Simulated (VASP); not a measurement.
Al2O3, 5 atoms in the cell. The structure is trigonal, space group P-3m1 (No. 164). Conventional cell: a = 3.017 Å, b = 3.017 Å, c = 7.575 Å, α = 90.00°, β = 90.00°, γ = 120.00°. Within 2.2 Å of Al (site symmetry 3m) lie 4 O at 1.68 to 1.84 Å. Within 2.2 Å of O (site symmetry -3m) lie 2 Al at 1.68 Å. Within 2.4 Å of O (site symmetry 3m) lie 3 Al at 1.84 Å. 

| Item | Value |
| --- | --- |
| Program | VASP 6.6.1 |
| Task | vibrations by perturbation theory |
| Functional | PBE |
| Potentials or basis | VASP PAW PBE potentials, release 64 (Al, O) |
| Cutoff | 520 eV |
| k mesh | 10 × 10 × 4 |
| Occupations | gaussian, width 0.01 eV |
| Spin | no spin polarisation |
| Dipole correction | no |
| Further INCAR settings | ALGO = Normal; EDIFF = 1e-08; IBRION = 8; NSW = 1 |

Potentials or basis: VASP PAW PBE potentials, release 64 (Al, O).

Run with:

```bash
$ cat potpaw_PBE.64/Al/POTCAR potpaw_PBE.64/O/POTCAR > POTCAR
$ mpirun -np 1 vasp_std > vasp.out
```

Hardware: 1 thread of Intel(R) Xeon(R) 6975P-C (Granite Rapids) (shared host).

Q: How long does it take, and how much memory?

A: It took 7.8 min on 1 thread of Intel(R) Xeon(R) 6975P-C (Granite Rapids), with other jobs on the host, peak memory 0.58 GiB. Counts: scf iterations 182, k points 50.
